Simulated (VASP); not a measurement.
## Ti: single point with PBE

Ti:

```
Ti
1.0
     2.95000    0.00000    0.00000
    -1.47500    2.55477    0.00000
     0.00000    0.00000    4.68000
Ti
2
Direct
  0.33138 0.66275 0.25000
  0.66667 0.33333 0.75000
```

| Item | Value |
| --- | --- |
| Program | VASP 6.6.1 |
| Task | single point |
| Functional | PBE |
| Potentials or basis | VASP PAW PBE potentials, release 64 (Ti_sv) |
| Cutoff | 520 eV |
| k mesh | 11 × 11 × 6 |
| Occupations | methfessel-paxton, width 0.15 eV |
| Spin | no spin polarisation |
| Dipole correction | no |
| Further INCAR settings | ALGO = Normal; EDIFF = 1e-07; NBANDS = 19 |

```yaml
Pressure: -1.8 GPa
Largest_force: 0.016 eV/Å
Band_gap_on_the_k_mesh: zero (band 12 reaches 8.94 eV, above the bottom of band 13 at 7.93 eV)
```

Forces on the atoms (eV/Å):
```
Ti   0.000  0.016  0.000
Ti   0.000 -0.016  0.000
```

Stress tensor (GPa, compression positive):
```
-1.58  0.00  0.00
 0.00 -1.82  0.00
 0.00  0.00 -1.86
```

Levels at points of the mesh, in eV from the Fermi level:
| k point | band 8 | band 9 | band 10 | band 11 | band 12 | band 13 | band 14 | band 15 | band 16 | band 17 |
| --- | --- | --- | --- | --- | --- | --- | --- | --- | --- | --- |
| (0.00, 0.00, 0.00) | -32.76 | -6.19 | -2.67 | 0.70 | 0.75 | 0.76 | 0.85 | 1.23 | 1.24 | 1.57 |
| (0.00, 0.00, 0.50) | -32.81 | -4.35 | -4.35 | 0.06 | 0.06 | 0.66 | 0.66 | 0.67 | 0.67 | 2.72 |

Run time: 55 s on 1 thread of AMD EPYC 9R45 96-Core Processor (Zen 5) (shared host), peak memory 0.18 GiB.
